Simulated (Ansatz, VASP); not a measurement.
## Au: VASP beside Ansatz

```
CELL_PARAMETERS angstrom
0.00000 2.12732 2.12732
2.12732 0.00000 2.12732
2.12732 2.12732 0.00000
ATOMIC_POSITIONS crystal
Au 0.00000 0.00000 0.00000
```

Change from the starting cell: strain +0.040 along x and y, +0.040 along z, atoms carried along.

Alike in both runs: task single point; functional PBE; k mesh 20 × 20 × 20; occupations gaussian, width 0.15 eV; no spin polarisation.

```csv
,VASP,Ansatz
version,VASP 6.6.1,Ansatz 0.2.0
potentials or method,"VASP PAW PBE potentials, release 64 (Au), cutoff 520 eV","scalar-relativistic, plane waves, PAW"
valence electrons in the cell,11,19
```

```tsv
	VASP	Ansatz	Ansatz less VASP
gap on the k mesh at the Fermi level (eV)	none	none	-
pressure (GPa)	-8.0	-7.9	+0.16
```

A gap of «none» marks a metal or a gap that the smearing closes. VASP's potentials hold 11 valence electrons a cell and Ansatz's 19, so a difference there can come from the potentials and not from the codes.

Spin-orbit coupling is off throughout.
